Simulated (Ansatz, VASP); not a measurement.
One calculation of SrO, two programs

```
Sr O
1.0
     0.00000    2.60835    2.64689
     2.60835    0.00000    2.64689
     2.60835    2.60835    0.00000
Sr O
1 1
Direct
  0.00000 0.00000 0.00000
  0.50000 0.50000 0.50000
```

Change from the starting cell: strain +0.015 along x and y, +0.030 along z, atoms carried along.

Alike in both runs: task single point; functional PBE; k mesh 8 × 8 × 8; occupations gaussian, width 0.05 eV; no spin polarisation.

```csv
,VASP,Ansatz
version,VASP 6.6.1,Ansatz 0.2.0
potentials or method,"VASP PAW PBE potentials, release 64 (Sr_sv, O), cutoff 520 eV","scalar-relativistic, plane waves, PAW"
valence electrons in the cell,16,16
```

|  | VASP | Ansatz | Ansatz less VASP |
| --- | --- | --- | --- |
| gap on the k mesh at the Fermi level (eV) | 3.26 | 3.30 | +0.044 |
| least direct gap on the mesh (eV) | 3.38 | 3.41 | +0.034 |
| pressure (GPa) | -1.7 | -2.1 | -0.45 |
| traceless stress, the component that is largest in VASP (GPa) | -0.96 | -0.91 | +0.055 |
